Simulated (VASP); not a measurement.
Runs of VASP 6.6.1 on RuW3. The structure is that of space group Pm-3m (No. 221), or close to it. The cells are those of the table. 

```tsv
task	cell	k mesh	cutoff (eV)	gap on the mesh (eV)	pressure (GPa)	relaxed volume (Å³/atom)
relaxation of cell and atoms	relaxed from a = 3.974 Å, 4 atoms	12 × 12 × 12	600	none	0.0	15.72
single point	a = 3.974 Å, 4 atoms	12 × 12 × 12	520	none	0.5	-
single point	a = 3.974 Å, 4 atoms	4 × 4 × 4	520	none	(a)	-
relaxation of cell and atoms	relaxed from a = 3.907 Å, 4 atoms	4 × 4 × 4	600	none	-0.1	15.72
```

Alike in all rows: level PBE; potentials or basis VASP PAW PBE potentials, release 64 (Ru_pv, W_sv); no spin polarisation; smearing gaussian 0.1 eV.

Q: Fill in the values left out.

A: (a) 0.4.

Caveats: some runs use coarse meshes; spin-orbit coupling is left out, which moves the levels of the heavy elements.

A k mesh can miss the band edges, and the runs leave out spin-orbit coupling on Ru, W.

A gap of «none» marks levels without a gap at the run's occupations.
